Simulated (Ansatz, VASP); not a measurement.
**Two plane-wave programs on Cd4Te**

```
Cd Te
1.0
     5.43680    0.00000    0.00000
     0.00000    5.43680    0.00000
     0.00000    0.00000    5.43680
Cd Te
4 1
Direct
  0.50000 0.50000 0.50000
  0.00000 0.50000 0.50000
  0.50000 0.00000 0.50000
  0.50000 0.50000 0.00000
  0.00000 0.00000 0.00000
```

Change from the starting cell: species swapped into the Mn4N type (Pm-3m, No. 221).

Alike in both runs: functional PBE; k mesh 8 × 8 × 8; occupations gaussian, width 0.1 eV; no spin polarisation.

Ansatz relaxed the structure, and its values are those at the end. VASP's run is a single point on that final structure, the one shown.

|  | VASP | Ansatz |
| --- | --- | --- |
| version | VASP 6.6.1 | Ansatz 0.2.0 |
| potentials or method | VASP PAW PBE potentials, release 64 (Cd, Te), cutoff 520 eV | scalar-relativistic, plane waves, PAW |
| valence electrons in the cell | 54 | 96 |

Ansatz gave:

```
gap on the k mesh at the Fermi level (eV) : none
pressure (GPa)                            : 0.0
```

Q: What did VASP give for the same quantities?

A: gap on the k mesh at the Fermi level (eV): none; pressure (GPa): 0.2.

A gap of «none» marks a metal or a gap that the smearing closes. VASP's potentials hold 54 valence electrons a cell and Ansatz's 96, so a difference there can come from the potentials and not from the codes.

Spin-orbit coupling is off throughout.
